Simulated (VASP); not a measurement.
# Li (Fm-3m) in VASP: notebook

Li is run at these levels: PBE; tasks: single point.

All numbers are computed with VASP 6.6.1; they aren't measurements. Logs are shortened: lines on timing, memory, paths and dates and some standing lists are left out, and cuts for length are marked.

## (1) The cell of the first run

The structure is cubic, space group Fm-3m (No. 225). The conventional cell has a = 4.404 Å, b = 4.404 Å, c = 4.404 Å, α = 90.00°, β = 90.00°, γ = 90.00°. Within 4.1 Å of Li (site symmetry m-3m) lie 12 Li at 3.11 Å.

This isn't the form of Li at room conditions, which is bcc.

## (2) Single point, PBE

The input, INCAR:

```
PREC     = Accurate       # precision mode
ENCUT    = 520            # plane-wave cutoff, eV
EDIFF    = 1E-6           # SCF threshold, eV
ISMEAR   = -1             # smearing method
SIGMA    = 0.08           # smearing width, eV
LREAL    = False          # projectors in reciprocal space
LASPH    = True           # aspherical terms in the spheres
NELM     = 60             # most SCF steps
ALGO     = Normal         # electronic algorithm
ISIF     = 2              # what is computed and relaxed
LWAVE    = False          # write WAVECAR
LCHARG   = False          # write CHGCAR
GGA      = PE             # functional
NBANDS   = 8              # bands
```

The input, KPOINTS:

```
Automatic mesh
0
Gamma
  13 13 13
```

The input, POSCAR:

```
Li
1.0
    0.0000000000      2.2020000000      2.2020000000
    2.2020000000      0.0000000000      2.2020000000
    2.2020000000      2.2020000000      0.0000000000
Li
1
Direct
    0.0000000000      0.0000000000      0.0000000000
```

Potentials or basis: VASP PAW PBE potentials, release 64 (Li_sv).

Launch:

```sh
$ cat potpaw_PBE.64/Li_sv/POTCAR > POTCAR
$ mpirun -np 1 vasp_std > vasp.out
```

OUTCAR:

```text
PREC = Accurate
   ENCUT = 520
   EDIFF = 1E-6
   ISMEAR = -1
   LREAL = False
   LASPH = True
   NELM = 60
   ISIF = 2
   GGA = PE

 ion  position               nearest neighbor table
   1  0.000  0.000  0.000-

  LATTYP: Found a face centered cubic cell.
 ALAT       =     4.4040000000

  Lattice vectors:

 A1 = (   0.0000000000,   2.2020000000,   2.2020000000)
 A2 = (   2.2020000000,   0.0000000000,   2.2020000000)
 A3 = (   2.2020000000,   2.2020000000,   0.0000000000)

Analysis of symmetry for initial positions (statically):
=====================================================================
 Subroutine PRICEL returns:
 Original cell was already a primitive cell.

 Routine SETGRP: Setting up the symmetry group for a
 face centered cubic supercell.

 Subroutine GETGRP returns: Found 48 space group operations
 (whereof 48 operations were pure point group operations)
 out of a pool of 48 trial point group operations.

The static configuration has the point symmetry O_h .

Analysis of symmetry for dynamics (positions and initial velocities):
=====================================================================
 Subroutine PRICEL returns:
 Original cell was already a primitive cell.

 Routine SETGRP: Setting up the symmetry group for a
 face centered cubic supercell.

 Subroutine GETGRP returns: Found 48 space group operations
 (whereof 48 operations were pure point group operations)
 out of a pool of 48 trial point group operations.

The dynamic configuration has the point symmetry O_h .

 Subroutine INISYM returns: Found 48 space group operations
 (whereof 48 operations are pure point group operations),
 and found     1 'primitive' translations

----------------------------------------------------------------------------------------

                                     Primitive cell

  volume of cell :      21.3541

  direct lattice vectors                    reciprocal lattice vectors
     0.000000000  2.202000000  2.202000000    -0.227066303  0.227066303  0.227066303
     2.202000000  0.000000000  2.202000000     0.227066303 -0.227066303  0.227066303
     2.202000000  2.202000000  0.000000000     0.227066303  0.227066303 -0.227066303

  length of vectors
     3.114098264  3.114098264  3.114098264     0.393290374  0.393290374  0.393290374

  position of ions in fractional coordinates (direct lattice)
     0.000000000  0.000000000  0.000000000
[... 75 lines left out ...]
   NELM   =     60;   NELMIN=  2; NELMDL= -5     # of ELM steps
   EDIFF  = 0.1E-05   stopping-criterion for ELM
   LREAL  =      F    real-space projection
   EDIFFG = 0.1E-04   stopping-criterion for IOM
   NSW    =      0    number of steps for IOM
   IBRION =     -1    ionic relax: 0-MD 1-quasi-New 2-CG
   NFREE  =      0    steps in history (QN), initial steepest desc. (CG)
   ISIF   =      2    stress and relaxation
   ISYM   =      2    0-nonsym 1-usesym 2-fastsym
   POTIM  = 0.5000    time-step for ionic-motion
   TEBEG  =    0.0;   TEEND  =   0.0 temperature during run
   PSTRESS=    0.0 pullay stress
   NELECT =       3.0000    total number of electrons
   NUPDOWN=      -1.0000    fix difference up-down
   EMIN   =  10.00;   EMAX   =-10.00  energy-range for DOS
   EFERMI =   0.00;   METHOD = LEGACY
   ISMEAR =    -1;   SIGMA  =   0.08  broadening in eV -4-tet -1-fermi 0-gaus
   EFERMI_NEDOS =   21; number of points for ismear=-14 and -15
   IALGO  =     38    algorithm
   IMIX   =      4    mixing-type and parameters
     AMIX     =   0.40;   BMIX     =  1.00
     AMIX_MAG =   1.60;   BMIX_MAG =  1.00
  volume/ion in A,a.u.               =      21.35       144.10
  Fermi-wavevector in a.u.,A,eV,Ry     =   0.851049  1.608250  9.854489  0.724285
  Thomas-Fermi vector in A             =   1.967122
   LORBIT       =      0    0 simple, 1 ext, 2 COOP (PROOUT), +10 PAW based schemes
   GGA     = PE    functional components
   LHFCALC =     F    Hartree Fock is set to
   AEXX    =    0.0000 exact exchange contribution
   IVDW    =     0    specifies the selected vdW correction
   LEPSILON=     F    determine dielectric tensor
   LRPA    =     F    only Hartree local field effects (RPA)
 non-spin polarized calculation
  energy-cutoff  :      520.00
  volume of cell :       21.35
 maximum number of plane-waves:       589
   NGX = 11   NGY = 11   NGZ = 11

 number of electron       3.0000005 magnetization

 Free energy of the ion-electron system (eV)
  ---------------------------------------------------
  ext. energy  EPLUGINS =         0.00000000
  ---------------------------------------------------
  free energy    TOTEN  =        -1.90728340 eV

  energy without entropy =       -1.89477105  energy(sigma->0) =       -1.90102723

 E-fermi :   0.5027     XC(G=0):  -6.9185

 val. band max:        0.4714908737   @ k =  -0.2308   0.3077   0.0769
 cond. band min:       0.5339301508   @ k =  -0.3846   0.1538   0.0000
 fundamental gap:      0.0624392772
 Fermi energy:         0.5026975106

 k-point     1 :       0.0000    0.0000    0.0000
  band No.  band energies     occupation
      1     -46.1339      2.00000
      2      -3.0088      2.00000
      3      14.3126      0.00000
      4      14.3126      0.00000
      5      14.3126      0.00000
      6      18.1192      0.00000
      7      18.1192      0.00000
      8      18.1193      0.00000
[... 243 lines left out ...]
 k-point    24 :       0.4615    0.1538    0.0000
  band No.  band energies     occupation
      1     -46.1191      2.00000
      2       0.2273      1.93797
      3       4.4725      0.00000
      4      10.9694      0.00000
      5      11.0173      0.00000
      6      14.2804      0.00000
      7      19.4956      0.00000
      8      19.7257      0.00000

 [... further k-points ...]

------------------------ aborting loop because EDIFF is reached ----------------------------------------

  FORCE on cell =-STRESS in cart. coord.  units (eV):
  Direction    XX          YY          ZZ          XY          YZ          ZX
  --------------------------------------------------------------------------------------
  -------------------------------------------------------------------------------------
  Total       -0.0964431     -0.0964431     -0.0964431      0.0000000      0.0000000      0.0000000
  in kB       -7.2360197     -7.2360197     -7.2360197      0.0000000      0.0000000      0.0000000
  external PRESSURE =      -7.2360197 kB  Pullay stress =       0.0000000 kB

 VOLUME and BASIS-vectors are now :
 -----------------------------------------------------------------------------
  energy-cutoff  :      520.00
  volume of cell :       21.35
      direct lattice vectors                 reciprocal lattice vectors
     0.000000000  2.202000000  2.202000000    -0.227066303  0.227066303  0.227066303
     2.202000000  0.000000000  2.202000000     0.227066303 -0.227066303  0.227066303
     2.202000000  2.202000000  0.000000000     0.227066303  0.227066303 -0.227066303

 POSITION                                       TOTAL-FORCE (eV/Angst)
 -----------------------------------------------------------------------------------
      0.00000      0.00000      0.00000        -0.000000      0.000000      0.000000
 -----------------------------------------------------------------------------------
    total drift:                               -0.000000      0.000000     -0.000000

  FREE ENERGIE OF THE ION-ELECTRON SYSTEM (eV)
  ---------------------------------------------------
  free  energy   TOTEN  =        -1.9072834023 eV

  energy  without entropy=       -1.8947710529  energy(sigma->0) =       -1.90102723
```

OSZICAR:

```text
N       E                     dE             d eps       ncg     rms          rms(c)
DAV:   1    -0.378446978984E-01   -0.37845E-01   -0.68962E+02  1376   0.252E+02
DAV:   2    -0.188789781349E+01   -0.18501E+01   -0.18388E+01  1968   0.354E+01
DAV:   3    -0.190885942027E+01   -0.20962E-01   -0.20944E-01  1528   0.306E+00
DAV:   4    -0.190907971166E+01   -0.22029E-03   -0.22028E-03  2120   0.272E-01
DAV:   5    -0.190908045141E+01   -0.73975E-06   -0.73972E-06  1600   0.108E-02    0.251E-01
DAV:   6    -0.190787464004E+01    0.12058E-02   -0.28231E-04  2232   0.689E-02    0.142E-01
DAV:   7    -0.190728366454E+01    0.59098E-03   -0.66288E-04  2136   0.103E-01    0.275E-02
DAV:   8    -0.190728340233E+01    0.26221E-06   -0.89563E-06  1584   0.192E-02
   1 F= -.19072834E+01 E0= -.19010272E+01  d E =-.125123E-01
```

stdout:

```text
POSCAR found type information on POSCAR Li
 POSCAR found :  1 types and       1 ions
 scaLAPACK will be used
 LDA part: xc-table for (Slater+PW92), standard interpolation
 POSCAR, INCAR and KPOINTS ok, starting setup
 FFT: planning ... GRIDC
 FFT: planning ... GRID_SOFT
 FFT: planning ... GRID
 WAVECAR not read
 entering main loop
```

Run time: 11 s. Hardware: 1 thread of Intel Xeon 8259CL, shared host; peak memory 0.13 GiB.

Results:

```
Free energy            : -1.9073 eV
Band gap on the k mesh : zero (an odd number of electrons rules out a gap without spin polarisation)
```

Caveat: the cutoff is under 1.25 times the usual one of these potentials, so pressure, stress and relaxed cells hold a basis-set (Pulay) error.

## (3) Single point, PBE (20.82 Å³/atom)

This run uses another cell than the first one, of 20.82 Å³/atom.

The input, INCAR:

```
PREC = Accurate
ENCUT = 520
EDIFF = 1E-6
ISMEAR = -1
SIGMA = 0.08
LREAL = F
LASPH = T
NELM = 60
ALGO = Normal
ISIF = 2
LWAVE = F
LCHARG = F
GGA = PE
NBANDS = 8
```

KPOINTS is that of step 2.

The input, POSCAR:

```
Li
1.0
    0.0000000000      2.1834949234      2.1834949234
    2.1834949234      0.0000000000      2.1834949234
    2.1834949234      2.1834949234      0.0000000000
Li
1
Direct
    0.0000000000      0.0000000000      0.0000000000
```

Potentials or basis: VASP PAW PBE potentials, release 64 (Li_sv).

Launch:

```sh
$ cat potpaw_PBE.64/Li_sv/POTCAR > POTCAR
$ mpirun -np 1 vasp_std > vasp.out
```

Wall time 11 s (1 thread of Intel Xeon 8259CL, shared host); peak memory 0.13 GiB.

It converged, with:

```yaml
Free_energy: -1.9089 eV
Band_gap_on_the_k_mesh: zero (an odd number of electrons rules out a gap without spin polarisation)
```

Levels at points of the mesh, in eV from the Fermi level:
| k point | band 1 | band 2 | band 3 | band 4 | band 5 |
| --- | --- | --- | --- | --- | --- |
| (0.00, 0.00, 0.00) | -46.59 | -3.55 | 14.06 | 14.06 | 14.06 |

Caveat: the cutoff is under 1.25 times the usual one of these potentials, so pressure, stress and relaxed cells hold a basis-set (Pulay) error.

## (4) Single point, PBE (22.21 Å³/atom)

This run uses another cell than the first one, of 22.21 Å³/atom.

The input, INCAR:

```
SYSTEM = Li
ALGO = Normal
EDIFF = 1E-6
ENCUT = 520
GGA = PE
ISIF = 2
ISMEAR = -1
LASPH = .True.
LCHARG = .False.
LREAL = .False.
LWAVE = .False.
NBANDS = 8
NELM = 80
PREC = Accurate
SIGMA = 0.08
```

The input, KPOINTS:

```
k-points
0
Gamma
  13 13 13
  0 0 0
```

The input, POSCAR:

```
Li
1.0
    0.0000000000      2.2309770072      2.2309770072
    2.2309770072      0.0000000000      2.2309770072
    2.2309770072      2.2309770072      0.0000000000
Li
1
Direct
    0.0000000000      0.0000000000      0.0000000000
```

Launch:

```sh
$ cat potpaw_PBE.64/Li_sv/POTCAR > POTCAR
$ mpirun -np 1 vasp_std > vasp.out
```

It took 11 s on 1 thread of Intel Xeon 8259CL, shared host; peak memory 0.13 GiB.

Results (log left out):

| Item | Value |
| --- | --- |
| Free energy | -1.9028 eV |
| Band gap on the k mesh | zero (an odd number of electrons rules out a gap without spin polarisation) |

Levels at points of the mesh, in eV from the Fermi level:
| k point | band 1 | band 2 | band 3 | band 4 | band 5 |
| --- | --- | --- | --- | --- | --- |
| (0.00, 0.00, 0.00) | -46.70 | -3.46 | 13.43 | 13.43 | 13.43 |

Caveat: the cutoff is under 1.25 times the usual one of these potentials, so pressure, stress and relaxed cells hold a basis-set (Pulay) error.

## (5) Overview

| cell | gap on the mesh (eV) |
| --- | --- |
| a = 3.114 Å, angles 60.0°, 1 atom | none |
| a = 3.088 Å, angles 60.0°, 1 atom | none |
| a = 3.155 Å, angles 60.0°, 1 atom | none |

Alike in all rows: task single point; level PBE; potentials or basis VASP PAW PBE potentials, release 64 (Li_sv); no spin polarisation; k mesh 13 × 13 × 13; cutoff (eV) 520; smearing fermi-dirac 0.08 eV.

Caveats: the cutoff is under 1.25 times the usual one of these potentials, so pressure, stress and relaxed cells hold a basis-set (Pulay) error.

Absolute energies hang on the potentials; compare differences alone.
